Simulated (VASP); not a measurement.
# Sb (I4/mmm) in VASP: notebook, part 2 of 2

VASP 6.6.1. The steps go on from the part before.

## (3) Electric field gradients, PBEsol (equal xx and yy strain of +2 %)

INCAR

```
SYSTEM = Sb
ALGO = Normal
EDIFF = 1E-8
ENCUT = 400
GGA = PS
GGA_COMPAT = .FALSE.
ISIF = 2
ISMEAR = -1
ISYM = 0
LASPH = .TRUE.
LCHARG = .FALSE.
LEFG = .TRUE.
LREAL = .FALSE.
LWAVE = .FALSE.
NBANDS = 8
NELM = 120
PREC = Accurate
SIGMA = 0.03
```

KPOINTS

```
k-points
0
G
  13 13 15
  0 0 0
```

POSCAR

```
Sb
1.0
   -1.5351000000      1.5351000000      2.4800000000
    1.5351000000     -1.5351000000      2.4800000000
    1.5351000000      1.5351000000     -2.4800000000
Sb
1
Direct
    0.0000000000      0.0000000000      0.0000000000
```

Potentials or basis: VASP PAW PBE potentials, release 64 (Sb).

The run is started by

```
cat potpaw_PBE.64/Sb/POTCAR > POTCAR
mpirun -np 1 vasp_std > vasp.out
```

OUTCAR:

```text
SYSTEM = Sb
   EDIFF = 1E-8
   ENCUT = 400
   GGA = PS
   ISIF = 2
   ISMEAR = -1
   ISYM = 0
   LASPH = .TRUE.
   LREAL = .FALSE.
   NELM = 120
   PREC = Accurate

 ion  position               nearest neighbor table
   1  0.000  0.000  0.000-

IMPORTANT INFORMATION: All symmetrisations will be switched off!
NOSYMM: (Re-)initialisation of all symmetry stuff for point group C_1.

----------------------------------------------------------------------------------------

                                     Primitive cell

  volume of cell :      23.3768

  direct lattice vectors                    reciprocal lattice vectors
    -1.535100000  1.535100000  2.480000000     0.000000000  0.325711680  0.201612903
     1.535100000 -1.535100000  2.480000000     0.325711680  0.000000000  0.201612903
     1.535100000  1.535100000 -2.480000000     0.325711680  0.325711680  0.000000000

  length of vectors
     3.295976945  3.295976945  3.295976945     0.383061172  0.383061172  0.460625875

  position of ions in fractional coordinates (direct lattice)
     0.000000000  0.000000000  0.000000000

  ion indices of the primitive-cell ions
   primitive index   ion index
                 1           1

----------------------------------------------------------------------------------------

 KPOINTS: k-points

Automatic generation of k-mesh.
 Grid dimensions read from file:
 generate k-points for:   13   13   15

 Generating k-lattice:

  Cartesian coordinates                     Fractional coordinates (reciprocal lattice)
     0.000000000  0.025054745  0.015508685     0.076923077  0.000000000 -0.000000000
     0.025054745  0.000000000  0.015508685     0.000000000  0.076923077 -0.000000000
     0.021714112  0.021714112  0.000000000     0.000000000  0.000000000  0.066666667

  Length of vectors
     0.029466244  0.029466244  0.030708392

  Shift w.r.t. Gamma in fractional coordinates (k-lattice)
     0.000000000  0.000000000  0.000000000

 -----------------------------------------------------------------------------
|                                                                             |
|           W    W    AA    RRRRR   N    N  II  N    N   GGGG   !!!           |
|           W    W   A  A   R    R  NN   N  II  NN   N  G    G  !!!           |
|           W    W  A    A  R    R  N N  N  II  N N  N  G       !!!           |
|           W WW W  AAAAAA  RRRRR   N  N N  II  N  N N  G  GGG   !            |
|           WW  WW  A    A  R   R   N   NN  II  N   NN  G    G                |
|           W    W  A    A  R    R  N    N  II  N    N   GGGG   !!!           |
|                                                                             |
|     Your reciprocal lattice and k-lattice belong to different lattice       |
|     classes:                                                                |
|                                                                             |
|        The reciprocal lattice is body-centered tetragonal,                  |
|        whereas your k-lattice is base-centered monoclinic.                  |
|                                                                             |
|     Results are often still useful ...                                      |
|                                                                             |
 -----------------------------------------------------------------------------

 WARNING: IBZKPT: internal override: KBLOWUP is changed to .FALSE.
[... 69 lines left out ...]
   IALGO  =     38    algorithm
   IMIX   =      4    mixing-type and parameters
     AMIX     =   0.40;   BMIX     =  1.00
     AMIX_MAG =   1.60;   BMIX_MAG =  1.00
  volume/ion in A,a.u.               =      23.38       157.75
  Fermi-wavevector in a.u.,A,eV,Ry     =   0.979046  1.850129 13.041611  0.958531
  Thomas-Fermi vector in A             =   2.109869
   LORBIT       =      0    0 simple, 1 ext, 2 COOP (PROOUT), +10 PAW based schemes
   GGA     = PS    functional components
   LHFCALC =     F    Hartree Fock is set to
   AEXX    =    0.0000 exact exchange contribution
   IVDW    =     0    specifies the selected vdW correction
   LEPSILON=     F    determine dielectric tensor
   LRPA    =     F    only Hartree local field effects (RPA)
 non-spin polarized calculation
  energy-cutoff  :      400.00
  volume of cell :       23.38
 maximum number of plane-waves:       437
 NGX is ok and might be reduce to    24
   NGX = 11   NGY = 11   NGZ = 11

 number of electron       5.0000000 magnetization

 Free energy of the ion-electron system (eV)
  ---------------------------------------------------
  ext. energy  EPLUGINS =         0.00000000
  ---------------------------------------------------
  free energy    TOTEN  =        -4.22779138 eV

  energy without entropy =       -4.22577370  energy(sigma->0) =       -4.22678254

 E-fermi :  10.3295     XC(G=0): -10.9516

 val. band max:       10.3270369684   @ k =  -0.0769   0.3077   0.3333
 cond. band min:      10.3311224062   @ k =  -0.0000   0.4615   0.2000
 fundamental gap:      0.0040854379
 Fermi energy:        10.3294998410

 k-point     1 :       0.0000    0.0000    0.0000
  band No.  band energies     occupation
      1      -3.8060      2.00000
      2      16.5998      0.00000
      3      16.7768      0.00000
      4      16.7776      0.00000
      5      20.4029      0.00000
      6      20.7667      0.00000
      7      21.2849      0.00000
      8      21.2855      0.00000
[... 243 lines left out ...]
 k-point    24 :       0.2308    0.1538   -0.0000
  band No.  band energies     occupation
      1      -1.6307      2.00000
      2       9.2666      2.00000
      3      11.6386      0.00000
      4      14.3758      0.00000
      5      19.1973      0.00000
      6      20.3594      0.00000
      7      21.8580      0.00000
      8      22.7920      0.00000

 [... further k-points ...]

------------------------ aborting loop because EDIFF is reached ----------------------------------------

  FORCE on cell =-STRESS in cart. coord.  units (eV):
  Direction    XX          YY          ZZ          XY          YZ          ZX
  --------------------------------------------------------------------------------------
  -------------------------------------------------------------------------------------
  Total        1.5190174      1.5190174      1.4895480     -0.0101058      0.0156473      0.0156473
  in kB      104.1090094    104.1090097    102.0892659     -0.6926186      1.0724182      1.0724185
  external PRESSURE =     103.4357617 kB  Pullay stress =       0.0000000 kB

 VOLUME and BASIS-vectors are now :
 -----------------------------------------------------------------------------
  energy-cutoff  :      400.00
  volume of cell :       23.38
      direct lattice vectors                 reciprocal lattice vectors
    -1.535100000  1.535100000  2.480000000     0.000000000  0.325711680  0.201612903
     1.535100000 -1.535100000  2.480000000     0.325711680  0.000000000  0.201612903
     1.535100000  1.535100000 -2.480000000     0.325711680  0.325711680  0.000000000

 POSITION                                       TOTAL-FORCE (eV/Angst)
 -----------------------------------------------------------------------------------
      0.00000      0.00000      0.00000         0.000000      0.000000     -0.000000
 -----------------------------------------------------------------------------------
    total drift:                                0.000000      0.000000     -0.000000

  FREE ENERGIE OF THE ION-ELECTRON SYSTEM (eV)
  ---------------------------------------------------
  free  energy   TOTEN  =        -4.2277913769 eV

  energy  without entropy=       -4.2257736997  energy(sigma->0) =       -4.22678254

 Electric field gradients (V/A^2)
---------------------------------------------------------------------
 ion       V_xx      V_yy      V_zz      V_xy      V_xz      V_yz
---------------------------------------------------------------------
   1     -17.264   -17.264    34.528     1.532    -1.537    -1.537
---------------------------------------------------------------------

 Electric field gradients after diagonalization (V/A^2)
 (convention: |V_zz| > |V_xx| > |V_yy|)
----------------------------------------------------------------------
 ion       V_xx      V_yy      V_zz     asymmetry (V_yy - V_xx)/ V_zz
----------------------------------------------------------------------
   1     -18.796   -15.826    34.622       0.086
----------------------------------------------------------------------

           NMR quadrupolar parameters

 Cq : quadrupolar parameter    Cq=e*Q*V_zz/h
 eta: asymmetry parameters     (V_yy - V_xx)/ V_zz
 Q  : nuclear electric quadrupole moment in mb (millibarn)
----------------------------------------------------------------------
 ion       Cq(MHz)       eta       Q (mb)
----------------------------------------------------------------------
   1       0.084       0.086       1.000
----------------------------------------------------------------------
```

stdout:

```text
POSCAR found type information on POSCAR Sb
 POSCAR found :  1 types and       1 ions
 scaLAPACK will be used
 -----------------------------------------------------------------------------
|                                                                             |
|                                                                             |
|     You enforced a specific xc type in the INCAR file but a different       |
[... 26 lines left out ...]
 FFT: planning ... GRID_SOFT
 FFT: planning ... GRID
 WAVECAR not read
 entering main loop
ion   1

     0.0000576    -1.4037540     1.4106031   -27.6324270     1.4106029     0.0000003
     0.0000793    -1.4036097     1.4104512   -27.6295994     1.4104509     0.0000003
     0.0001092    -1.4033815     1.4102101   -27.6251145     1.4102099     0.0000003
     0.0001504    -1.4030221     1.4098294   -27.6180313     1.4098292     0.0000003
```

Run time: 2.6 min. Hardware: 1 thread of Intel Xeon 8259CL, shared host; peak memory 0.27 GiB.

What came out:

```
Free energy                             : -4.2278 eV
Pressure                                : 10.3 GPa
Band gap on the k mesh                  : zero (an odd number of electrons rules out a gap without spin polarisation)
Largest electric field gradient by atom : Sb +34.6 V/Å²
```

Stress tensor (GPa, compression positive):
```
10.41 -0.07  0.11
-0.07 10.41  0.11
 0.11  0.11 10.21
```

Electric field gradients, principal values (V/Å²):
```
atom    least   middle  greatest (by size)
1 Sb  -15.826  -18.796              34.622
```

Caveat: the cell differs from its parent crystal (equal xx and yy strain of +2 %); the cell stands under pressure; without QUAD_EFG the Cq values of the log hold for a quadrupole moment of 1 mb, not for the nuclei; the PAW data sets were made with another functional, which shifts forces and pressure a little; spin-orbit coupling is left out, which moves the levels of the heavy elements; an odd number of electrons without spin polarisation forces a metal; a magnetic or distorted state may lie lower.

## (4) Electric field gradients, PBEsol (equal xx and yy strain of +2 %)

INCAR

```
PREC = Accurate ; ENCUT = 400
EDIFF = 1E-8 ; ISMEAR = -1
SIGMA = 0.03 ; LREAL = F
LASPH = T ; NELM = 120
ALGO = Normal ; ISIF = 2
LWAVE = F ; LCHARG = F
GGA = PS ; LEFG = T
ISYM = 0 ; NBANDS = 8
GGA_COMPAT = F
```

KPOINTS

```
regular mesh
0
Gamma
  13 13 15
```

POSCAR is that of step 3.

Potentials or basis: VASP PAW PBE potentials, release 64 (Sb).

The run is started by

```
cat potpaw_PBE.64/Sb/POTCAR > POTCAR
mpirun -np 1 vasp_std > vasp.out
```

OUTCAR:

```text
PREC = Accurate
   ENCUT = 400
   EDIFF = 1E-8
   ISMEAR = -1
   LREAL = F
   LASPH = T
   NELM = 120
   ISIF = 2
   GGA = PS
   ISYM = 0

 ion  position               nearest neighbor table
   1  0.000  0.000  0.000-

IMPORTANT INFORMATION: All symmetrisations will be switched off!
NOSYMM: (Re-)initialisation of all symmetry stuff for point group C_1.

----------------------------------------------------------------------------------------

                                     Primitive cell

  volume of cell :      23.3768

  direct lattice vectors                    reciprocal lattice vectors
    -1.535100000  1.535100000  2.480000000     0.000000000  0.325711680  0.201612903
     1.535100000 -1.535100000  2.480000000     0.325711680  0.000000000  0.201612903
[... 434 lines left out ...]
  external PRESSURE =     103.4357617 kB  Pullay stress =       0.0000000 kB

 VOLUME and BASIS-vectors are now :
 -----------------------------------------------------------------------------
  energy-cutoff  :      400.00
  volume of cell :       23.38
      direct lattice vectors                 reciprocal lattice vectors
    -1.535100000  1.535100000  2.480000000     0.000000000  0.325711680  0.201612903
     1.535100000 -1.535100000  2.480000000     0.325711680  0.000000000  0.201612903
     1.535100000  1.535100000 -2.480000000     0.325711680  0.325711680  0.000000000

 POSITION                                       TOTAL-FORCE (eV/Angst)
 -----------------------------------------------------------------------------------
      0.00000      0.00000      0.00000         0.000000      0.000000     -0.000000
 -----------------------------------------------------------------------------------
    total drift:                                0.000000      0.000000     -0.000000

  FREE ENERGIE OF THE ION-ELECTRON SYSTEM (eV)
  ---------------------------------------------------
  free  energy   TOTEN  =        -4.2277913769 eV

  energy  without entropy=       -4.2257736997  energy(sigma->0) =       -4.22678254

 Electric field gradients (V/A^2)
---------------------------------------------------------------------
 ion       V_xx      V_yy      V_zz      V_xy      V_xz      V_yz
---------------------------------------------------------------------
   1     -17.264   -17.264    34.528     1.532    -1.537    -1.537
---------------------------------------------------------------------

 Electric field gradients after diagonalization (V/A^2)
 (convention: |V_zz| > |V_xx| > |V_yy|)
----------------------------------------------------------------------
 ion       V_xx      V_yy      V_zz     asymmetry (V_yy - V_xx)/ V_zz
----------------------------------------------------------------------
   1     -18.796   -15.826    34.622       0.086
----------------------------------------------------------------------

           NMR quadrupolar parameters

 Cq : quadrupolar parameter    Cq=e*Q*V_zz/h
 eta: asymmetry parameters     (V_yy - V_xx)/ V_zz
 Q  : nuclear electric quadrupole moment in mb (millibarn)
----------------------------------------------------------------------
 ion       Cq(MHz)       eta       Q (mb)
----------------------------------------------------------------------
   1       0.084       0.086       1.000
----------------------------------------------------------------------
```

OSZICAR:

```text
N       E                     dE             d eps       ncg     rms          rms(c)
DAV:   1     0.299000948073E+01    0.29900E+01   -0.14563E+03 20872   0.324E+02
DAV:   2    -0.416828734474E+01   -0.71583E+01   -0.68542E+01 27880   0.477E+01
DAV:   3    -0.423581271921E+01   -0.67525E-01   -0.67041E-01 25160   0.520E+00
DAV:   4    -0.423598543771E+01   -0.17272E-03   -0.17272E-03 30952   0.305E-01
DAV:   5    -0.423598575787E+01   -0.32015E-06   -0.32011E-06 26040   0.817E-03    0.220E+00
DAV:   6    -0.423085773075E+01    0.51280E-02   -0.11095E-03 26328   0.158E-01    0.129E+00
DAV:   7    -0.422780055148E+01    0.30572E-02   -0.24591E-03 23816   0.233E-01    0.311E-02
DAV:   8    -0.422779180491E+01    0.87466E-05   -0.40690E-05 28928   0.471E-02    0.601E-03
DAV:   9    -0.422779166120E+01    0.14371E-06   -0.56946E-07 28008   0.508E-03    0.269E-03
DAV:  10    -0.422779145272E+01    0.20848E-06   -0.28823E-08 28168   0.891E-04    0.592E-04
DAV:  11    -0.422779139094E+01    0.61780E-07   -0.15874E-09 16776   0.240E-04    0.799E-05
DAV:  12    -0.422779137415E+01    0.16794E-07   -0.11975E-10 12368   0.792E-05    0.215E-05
DAV:  13    -0.422779137686E+01   -0.27111E-08   -0.12363E-11 11408   0.285E-05
   1 F= -.42277914E+01 E0= -.42267825E+01  d E =-.201768E-02
```

stdout:

```text
POSCAR found type information on POSCAR Sb
 POSCAR found :  1 types and       1 ions
 scaLAPACK will be used
 -----------------------------------------------------------------------------
|                                                                             |
|                                                                             |
|     You enforced a specific xc type in the INCAR file but a different       |
[... 26 lines left out ...]
 FFT: planning ... GRID_SOFT
 FFT: planning ... GRID
 WAVECAR not read
 entering main loop
ion   1

     0.0000576    -1.4037540     1.4106031   -27.6324270     1.4106029     0.0000003
     0.0000793    -1.4036097     1.4104512   -27.6295994     1.4104509     0.0000003
     0.0001092    -1.4033815     1.4102101   -27.6251145     1.4102099     0.0000003
     0.0001504    -1.4030221     1.4098294   -27.6180313     1.4098292     0.0000003
```

It took 1.9 min on 1 thread of Intel Xeon 8259CL, shared host; peak memory 0.27 GiB.

What came out:

* Free energy: -4.2278 eV
* Pressure: 10.3 GPa
* Band gap on the k mesh: zero (an odd number of electrons rules out a gap without spin polarisation)
* Largest electric field gradient by atom: Sb +34.6 V/Å²

Electric field gradients, principal values (V/Å²):
```tsv
atom	least	middle	greatest (by size)
1 Sb	-15.826	-18.796	34.622
```

Caveat: the cell differs from its parent crystal (equal xx and yy strain of +2 %); the cell stands under pressure; without QUAD_EFG the Cq values of the log hold for a quadrupole moment of 1 mb, not for the nuclei; the PAW data sets were made with another functional, which shifts forces and pressure a little; spin-orbit coupling is left out, which moves the levels of the heavy elements; an odd number of electrons without spin polarisation forces a metal; a magnetic or distorted state may lie lower.
